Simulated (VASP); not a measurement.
# KBr (R-3m) in VASP: further runs

KBr is run at these levels: PBE; tasks: single point.

All numbers are computed with VASP 6.6.1; they aren't measurements. Logs are shortened: lines on timing, memory, paths and dates and some standing lists are left out, and cuts for length are marked.

### 1 The cell of the first run

The structure is trigonal, space group R-3m (No. 166). The conventional cell has a = 3.696 Å, b = 3.696 Å, c = 18.105 Å, α = 90.00°, β = 90.00°, γ = 120.00°. K (site symmetry -3m) has 6 Br at 3.70 Å and 6 K at 3.70 Å within 4.9 Å. Br (site symmetry -3m) has 6 K at 3.70 Å and 6 Br at 3.70 Å within 4.9 Å.

### 2 Single point, PBE

File INCAR:

```
PREC     = Accurate       # precision mode
ENCUT    = 520            # plane-wave cutoff, eV
EDIFF    = 1E-6           # SCF threshold, eV
ISMEAR   = 0              # smearing method
SIGMA    = 0.05           # smearing width, eV
LREAL    = False          # projectors in reciprocal space
LASPH    = True           # aspherical terms in the spheres
NELM     = 100            # most SCF steps
ALGO     = Normal         # electronic algorithm
ISIF     = 2              # what is computed and relaxed
LWAVE    = False          # write WAVECAR
LCHARG   = False          # write CHGCAR
GGA      = PE             # functional
NBANDS   = 15             # bands
```

File KPOINTS:

```
regular mesh
0
Gamma
  8 8 8
```

File POSCAR:

```
KBr
1.0
    1.7421726545      4.3554316363      4.3554316363
    4.3554316363      1.7421726545      4.3554316363
    4.3554316363      4.3554316363      1.7421726545
K Br
1 1
Direct
    0.0000000000      0.0000000000      0.0000000000
    0.5000000000      0.5000000000      0.5000000000
```

Potentials or basis: VASP PAW PBE potentials, release 64 (K_sv, Br).

Run with:

```console
> cat potpaw_PBE.64/K_sv/POTCAR potpaw_PBE.64/Br/POTCAR > POTCAR
> mpirun -np 1 vasp_std > vasp.out
```

OUTCAR:

```text
PREC = Accurate
   ENCUT = 520
   EDIFF = 1E-6
   ISMEAR = 0
   LREAL = False
   LASPH = True
   NELM = 100
   ISIF = 2
   GGA = PE

 ion  position               nearest neighbor table
   1  0.000  0.000  0.000-
   2  0.500  0.500  0.500-

  LATTYP: Found a trigonal (rhomboedric) cell.
 ALAT       =     6.4011510711
 COS(alpha) =     0.8333333333

  Lattice vectors:

 A1 = (   1.7421726545,   4.3554316363,   4.3554316363)
 A2 = (   4.3554316363,   1.7421726545,   4.3554316363)
 A3 = (   4.3554316363,   4.3554316363,   1.7421726545)

Analysis of symmetry for initial positions (statically):
=====================================================================
 Subroutine PRICEL returns:
 Original cell was already a primitive cell.

 Routine SETGRP: Setting up the symmetry group for a
 trigonal (rhombohedral) supercell.

 Subroutine GETGRP returns: Found 12 space group operations
 (whereof 12 operations were pure point group operations)
 out of a pool of 12 trial point group operations.

The static configuration has the point symmetry D_3d.

Analysis of symmetry for dynamics (positions and initial velocities):
=====================================================================
 Subroutine PRICEL returns:
 Original cell was already a primitive cell.

 Routine SETGRP: Setting up the symmetry group for a
 trigonal (rhombohedral) supercell.

 Subroutine GETGRP returns: Found 12 space group operations
 (whereof 12 operations were pure point group operations)
 out of a pool of 12 trial point group operations.

The dynamic configuration has the point symmetry D_3d.

 Subroutine INISYM returns: Found 12 space group operations
 (whereof 12 operations are pure point group operations),
 and found     1 'primitive' translations

----------------------------------------------------------------------------------------

                                     Primitive cell

  volume of cell :      71.3851

  direct lattice vectors                    reciprocal lattice vectors
     1.742172655  4.355431636  4.355431636    -0.223220637  0.159443312  0.159443312
     4.355431636  1.742172655  4.355431636     0.159443312 -0.223220637  0.159443312
     4.355431636  4.355431636  1.742172655     0.159443312  0.159443312 -0.223220637

  length of vectors
     6.401151071  6.401151071  6.401151071     0.317288184  0.317288184  0.317288184

  position of ions in fractional coordinates (direct lattice)
     0.000000000  0.000000000  0.000000000
     0.500000000  0.500000000  0.500000000

  ion indices of the primitive-cell ions
   primitive index   ion index
                 1           1
                 2           2

----------------------------------------------------------------------------------------

 KPOINTS: regular mesh

Automatic generation of k-mesh.
 Grid dimensions read from file:
 generate k-points for:    8    8    8

 Generating k-lattice:

  Cartesian coordinates                     Fractional coordinates (reciprocal lattice)
    -0.027902580  0.019930414  0.019930414     0.125000000  0.000000000  0.000000000
     0.019930414 -0.027902580  0.019930414     0.000000000  0.125000000  0.000000000
     0.019930414  0.019930414 -0.027902580     0.000000000  0.000000000  0.125000000

  Length of vectors
     0.039661023  0.039661023  0.039661023

  Shift w.r.t. Gamma in fractional coordinates (k-lattice)
     0.000000000  0.000000000  0.000000000

 Subroutine IBZKPT returns following result:
 ===========================================

 Found     65 irreducible k-points:

 Following reciprocal coordinates:
            Coordinates               Weight
  0.000000  0.000000  0.000000      1.000000
  0.125000 -0.000000 -0.000000      6.000000
  0.250000 -0.000000 -0.000000      6.000000
  0.375000  0.000000  0.000000      6.000000
  0.500000 -0.000000 -0.000000      3.000000
  0.125000  0.125000 -0.000000      6.000000
[... 16 lines left out ...]
  0.250000  0.125000  0.125000      6.000000
  0.375000  0.125000  0.125000      6.000000
 [... further k-points ...]
   k-points           NKPTS =     65   k-points in BZ     NKDIM =     65   number of bands    NBANDS=     15
   number of dos      NEDOS =    301   number of ions     NIONS =      2
   total plane-waves  NPLWV = 110592
   dimension x,y,z NGX =    48 NGY =   48 NGZ =   48
   dimension x,y,z NGXF=    96 NGYF=   96 NGZF=   96
   ions per type =               1   1
   NGX,Y,Z   is equivalent  to a cutoff of  12.47, 12.47, 12.47 a.u.
   NGXF,Y,Z  is equivalent  to a cutoff of  24.93, 24.93, 24.93 a.u.
 SYSTEM =  unknown system
   PREC   = accura    normal or accurate (medium, high low for compatibility)
   ISTART =      0    job   : 0-new  1-cont  2-samecut
   ICHARG =      2    charge: 1-file 2-atom 10-const
   ISPIN  =      1    spin polarized calculation?
   LNONCOLLINEAR =      F non collinear calculations
   LSORBIT =      F    spin-orbit coupling
   LASPH  =      T    aspherical Exc in radial PAW
   ENCUT  =  520.0 eV  38.22 Ry    6.18 a.u.  11.90 11.90 11.90*2*pi/ulx,y,z
   NELM   =    100;   NELMIN=  2; NELMDL= -5     # of ELM steps
   EDIFF  = 0.1E-05   stopping-criterion for ELM
   LREAL  =      F    real-space projection
   EDIFFG = 0.1E-04   stopping-criterion for IOM
   NSW    =      0    number of steps for IOM
   IBRION =     -1    ionic relax: 0-MD 1-quasi-New 2-CG
   NFREE  =      0    steps in history (QN), initial steepest desc. (CG)
   ISIF   =      2    stress and relaxation
   ISYM   =      2    0-nonsym 1-usesym 2-fastsym
   POTIM  = 0.5000    time-step for ionic-motion
   TEBEG  =    0.0;   TEEND  =   0.0 temperature during run
   PSTRESS=    0.0 pullay stress
   NELECT =      16.0000    total number of electrons
   NUPDOWN=      -1.0000    fix difference up-down
   EMIN   =  10.00;   EMAX   =-10.00  energy-range for DOS
   EFERMI =   0.00;   METHOD = LEGACY
   ISMEAR =     0;   SIGMA  =   0.05  broadening in eV -4-tet -1-fermi 0-gaus
   EFERMI_NEDOS =   21; number of points for ismear=-14 and -15
   IALGO  =     38    algorithm
   IMIX   =      4    mixing-type and parameters
     AMIX     =   0.40;   BMIX     =  1.00
     AMIX_MAG =   1.60;   BMIX_MAG =  1.00
  volume/ion in A,a.u.               =      35.69       240.87
  Fermi-wavevector in a.u.,A,eV,Ry     =   0.994441  1.879221 13.454978  0.988913
  Thomas-Fermi vector in A             =   2.126392
   LORBIT       =      0    0 simple, 1 ext, 2 COOP (PROOUT), +10 PAW based schemes
   GGA     = PE    functional components
   LHFCALC =     F    Hartree Fock is set to
   AEXX    =    0.0000 exact exchange contribution
   IVDW    =     0    specifies the selected vdW correction
   LEPSILON=     F    determine dielectric tensor
   LRPA    =     F    only Hartree local field effects (RPA)
 non-spin polarized calculation
 Gauss-broadening in eV      SIGMA  =   0.05
  energy-cutoff  :      520.00
  volume of cell :       71.39
 maximum number of plane-waves:      1942
   NGX = 23   NGY = 23   NGZ = 23

 number of electron      15.9999999 magnetization

 Free energy of the ion-electron system (eV)
  ---------------------------------------------------
  ext. energy  EPLUGINS =         0.00000000
  ---------------------------------------------------
  free energy    TOTEN  =        -4.52048497 eV

  energy without entropy =       -4.51990442  energy(sigma->0) =       -4.52019469

 E-fermi :   0.9907     XC(G=0):  -7.5697

 val. band max:        0.9704649354   @ k =   0.0000   0.0000   0.0000
 cond. band min:       1.1140419913   @ k =   0.1250  -0.0000  -0.0000
 fundamental gap:      0.1435770559
 Fermi energy:         0.9906663061

 k-point     1 :       0.0000    0.0000    0.0000
  band No.  band energies     occupation
      1     -31.2159      2.00000
      2     -14.5644      2.00000
      3     -14.5644      2.00000
      4     -14.4740      2.00000
      5     -12.8467      2.00000
      6      -1.7846      2.00000
      7       0.6091      2.00000
      8       0.9705      1.43226
      9       0.9705      1.43226
     10       5.6867      0.00000
     11       6.0237      0.00000
     12       6.0237      0.00000
     13       8.0292      0.00000
     14       8.0292      0.00000
     15       8.2846      0.00000

 k-point     2 :       0.1250   -0.0000   -0.0000
  band No.  band energies     occupation
      1     -31.2080      2.00000
      2     -14.6361      2.00000
      3     -14.5796      2.00000
      4     -14.4631      2.00000
      5     -12.7784      2.00000
      6      -1.7261      2.00000
      7       0.2605      2.00000
      8       0.8608      1.99976
      9       1.1140      0.00048
     10       5.5714      0.00000
     11       6.0880      0.00000
     12       6.2976      0.00000
     13       7.3306      0.00000
     14       7.9968      0.00000
     15       8.7193      0.00000

 k-point     3 :       0.2500   -0.0000   -0.0000
  band No.  band energies     occupation
      1     -31.1887      2.00000
      2     -14.8033      2.00000
      3     -14.6161      2.00000
      4     -14.4364      2.00000
      5     -12.6087      2.00000
      6      -1.5643      2.00000
      7      -0.7720      2.00000
      8       0.6145      2.00000
      9       1.9985      0.00000
     10       4.8056      0.00000
     11       6.5638      0.00000
     12       6.8805      0.00000
     13       7.0754      0.00000
     14       7.9026      0.00000
     15       8.3761      0.00000
[... 343 lines left out ...]
 k-point    23 :       0.2500    0.1250    0.1250
  band No.  band energies     occupation
      1     -31.2080      2.00000
      2     -14.6359      2.00000
      3     -14.5796      2.00000
      4     -14.4728      2.00000
      5     -12.7625      2.00000
      6      -1.8803      2.00000
      7       0.3192      2.00000
      8       0.8535      1.99989
      9       1.3587      0.00000
     10       5.6118      0.00000
     11       5.9687      0.00000
     12       6.3131      0.00000
     13       7.3740      0.00000
     14       8.0738      0.00000
     15       8.4275      0.00000

 k-point    24 :       0.3750    0.1250    0.1250
  band No.  band energies     occupation
      1     -31.1887      2.00000
      2     -14.8026      2.00000
      3     -14.6161      2.00000
      4     -14.4444      2.00000
      5     -12.5964      2.00000
      6      -1.6826      2.00000
      7      -0.7418      2.00000
      8       0.6088      2.00000
      9       2.2715      0.00000
     10       4.8611      0.00000
     11       6.1447      0.00000
     12       7.0941      0.00000
     13       7.2694      0.00000
     14       7.9647      0.00000
     15       7.9742      0.00000

 [... further k-points ...]

------------------------ aborting loop because EDIFF is reached ----------------------------------------

  FORCE on cell =-STRESS in cart. coord.  units (eV):
  Direction    XX          YY          ZZ          XY          YZ          ZX
  --------------------------------------------------------------------------------------
  -------------------------------------------------------------------------------------
  Total       -0.0409710     -0.0409710     -0.0409710     -3.1276913     -3.1276913     -3.1276913
  in kB       -0.9195588     -0.9195588     -0.9195588    -70.1983842    -70.1983842    -70.1983842
  external PRESSURE =      -0.9195588 kB  Pullay stress =       0.0000000 kB

 VOLUME and BASIS-vectors are now :
 -----------------------------------------------------------------------------
  energy-cutoff  :      520.00
  volume of cell :       71.39
      direct lattice vectors                 reciprocal lattice vectors
     1.742172655  4.355431636  4.355431636    -0.223220637  0.159443312  0.159443312
     4.355431636  1.742172655  4.355431636     0.159443312 -0.223220637  0.159443312
     4.355431636  4.355431636  1.742172655     0.159443312  0.159443312 -0.223220637

 POSITION                                       TOTAL-FORCE (eV/Angst)
 -----------------------------------------------------------------------------------
      0.00000      0.00000      0.00000        -0.000000     -0.000000      0.000000
      5.22652      5.22652      5.22652         0.000000      0.000000     -0.000000
 -----------------------------------------------------------------------------------
    total drift:                               -0.000000     -0.000000     -0.000000

  FREE ENERGIE OF THE ION-ELECTRON SYSTEM (eV)
  ---------------------------------------------------
  free  energy   TOTEN  =        -4.5204849739 eV

  energy  without entropy=       -4.5199044158  energy(sigma->0) =       -4.52019469
```

Run time: 2.5 min. Hardware: 1 thread of Intel Xeon Platinum 8488C (Sapphire Rapids), shared host; peak memory 0.35 GiB.

What came out:

```
Free energy            : -4.5205 eV
Pressure               : -0.1 GPa
Band gap on the k mesh : zero (filled and empty bands overlap)
```

Stress tensor (GPa, compression positive):
```
-0.09 -7.02 -7.02
-7.02 -0.09 -7.02
-7.02 -7.02 -0.09
```

[end of part 1 of 2]
